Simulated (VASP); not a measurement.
## ZrSe2: single point with HSE06

ZrSe2:

```
CELL_PARAMETERS angstrom
3.78939 0.00000 0.00000
-1.89469 3.28170 0.00000
0.00000 0.00000 6.18068
ATOMIC_POSITIONS crystal
Zr 0.00000 0.00000 0.00000
Se 0.33333 0.66667 0.25375
Se 0.66667 0.33333 0.74625
```

| Quantity | Value |
| --- | --- |
| Program | VASP 6.6.1 |
| Task | single point |
| Functional | HSE06 |
| Potentials or basis | VASP PAW PBE potentials, release 64 (Zr_sv, Se) |
| Cutoff | 400 eV |
| k mesh | 6 × 6 × 2 |
| Occupations | gaussian, width 0.01 eV |
| Spin | no spin polarisation |
| Dipole correction | no |
| Grid for exact exchange (PRECFOCK) | Normal |
| Further INCAR settings | ALGO = Normal; EDIFF = 1e-06; NBANDS = 19 |
| Share of exact exchange | 0.25 |
| Screening parameter | 0.2079 1/Å |

The pressure is 0.2 GPa. The largest force is 0.162 eV/Å and the band gap on the k mesh is 0.97 eV (least direct gap 1.80 eV).

Forces in eV/Å, atoms in the order of the input:
```
Zr   0.000  0.000  0.000
Se   0.000  0.000 -0.162
Se   0.000  0.000  0.162
```

Stress tensor (GPa, compression positive):
```
0.01 0.00 0.00
0.00 0.01 0.00
0.00 0.00 0.49
```

Levels at points of the mesh, in eV from the valence-band top:
| k point | band 8 | band 9 | band 10 | band 11 | band 12 | band 13 | band 14 | band 15 | band 16 | band 17 |
| --- | --- | --- | --- | --- | --- | --- | --- | --- | --- | --- |
| (0.00, 0.00, 0.00) | -2.99 | -2.99 | -0.05 | -0.05 | 0.00 | 1.80 | 1.80 | 2.34 | 5.07 | 5.07 |
| (0.50, 0.00, 0.00) | -3.33 | -2.94 | -2.78 | -2.44 | -1.54 | 1.16 | 3.48 | 3.87 | 5.69 | 5.95 |
| (0.00, 0.00, 0.50) | -2.93 | -2.93 | -2.30 | -0.24 | -0.24 | 1.77 | 1.77 | 2.76 | 5.53 | 5.53 |
| (0.50, 0.00, 0.50) | -4.08 | -2.98 | -2.82 | -1.18 | -1.13 | 0.97 | 3.46 | 3.86 | 5.30 | 5.71 |

Run time: 18 min on 1 thread of Intel(R) Xeon(R) Platinum 8488C (Sapphire Rapids), on a shared host, peak memory 0.29 GiB.

Caveat: the k points lie up to 0.51 Å⁻¹ apart; the PAW data sets were made with another functional, which shifts forces and pressure a little; this functional lacks dispersion, which binds the layers, so the pressure and a relaxed spacing across them are unreliable. A k mesh can miss the band edges.
